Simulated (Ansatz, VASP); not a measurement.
One calculation of Si2Ge, two programs

INCAR

```
SYSTEM = Si2Ge
PREC = Accurate
ENCUT = 520
EDIFF = 1E-6
ISMEAR = 0
SIGMA = 0.1
LREAL = .FALSE.
LASPH = .TRUE.
NELM = 80
ALGO = Normal
ISIF = 2
LWAVE = .FALSE.
LCHARG = .TRUE.
GGA = PE
LELF = .TRUE.
LVHAR = .TRUE.
NBANDS = 31
```

Contents of KPOINTS:

```
regular mesh
0
G
  4 4 4
  0 0 0
```

The input POSCAR:

```
Si2Ge
1.0
    4.9112324400      0.0000000000      0.0000000000
    0.0000000000      4.9112324400      0.0000000000
    0.0000000000      0.0000000000      4.8967278400
Si Ge
4 2
Direct
    0.1548886100      0.3451113900      0.2500000000
    0.8451113900      0.6548886100      0.2500000000
    0.3451113900      0.8451113900      0.7500000000
    0.6548886100      0.1548886100      0.7500000000
    0.5000000000      0.5000000000      0.0000000000
    0.0000000000      0.0000000000      0.5000000000
```

Input for Ansatz:

```yaml
crystal:
  lattice:
    - [4.91123244, 0.0, 0.0]
    - [0.0, 4.91123244, 0.0]
    - [0.0, 0.0, 4.89672784]
  atoms:
    - { symbol: Si, position: [0.15488861, 0.34511139, 0.25] }
    - { symbol: Si, position: [0.84511139, 0.65488861, 0.25] }
    - { symbol: Si, position: [0.34511139, 0.84511139, 0.75] }
    - { symbol: Si, position: [0.65488861, 0.15488861, 0.75] }
    - { symbol: Ge, position: [0.5, 0.5, 0.0] }
    - { symbol: Ge, position: [0.0, 0.0, 0.5] }
basis:
  ecutwfc: 420
kpoints:
  mp_grid: { grid: [4, 4, 4] }
hamiltonian:
  xc: pbe
scf:
  occupations: { method: gaussian, width: 0.1 }
  lower_state_search: "off"
output:
  forces: true
  stress: true
  eigenvalues: true
```

Alike in both runs: task single point; functional PBE; k mesh 4 × 4 × 4; occupations gaussian, width 0.1 eV; no spin polarisation.

|  | VASP | Ansatz |
| --- | --- | --- |
| version | VASP 6.6.1 | Ansatz 0.2.0 |
| potentials or method | VASP PAW PBE potentials, release 64 (Si, Ge_d), cutoff 520 eV | scalar-relativistic, plane waves, PAW |
| valence electrons in the cell | 44 | 44 |

|  | VASP | Ansatz | Ansatz less VASP |
| --- | --- | --- | --- |
| gap on the k mesh at the Fermi level (eV) | none | none | - |
| pressure (GPa) | 20.7 | 20.8 | +0.15 |
| traceless stress, the component that is largest in VASP (GPa) | -8.94 | -8.96 | -0.023 |
| rms of the force components (eV/Å) | 0.420 | 0.419 | -0.0010 |

Atom by atom the forces differ by 0.001 eV/Å (rms over components). A gap of «none» marks a metal or a gap that the smearing closes. The functional is the same, so the differences come from potentials, cutoffs and numerics.
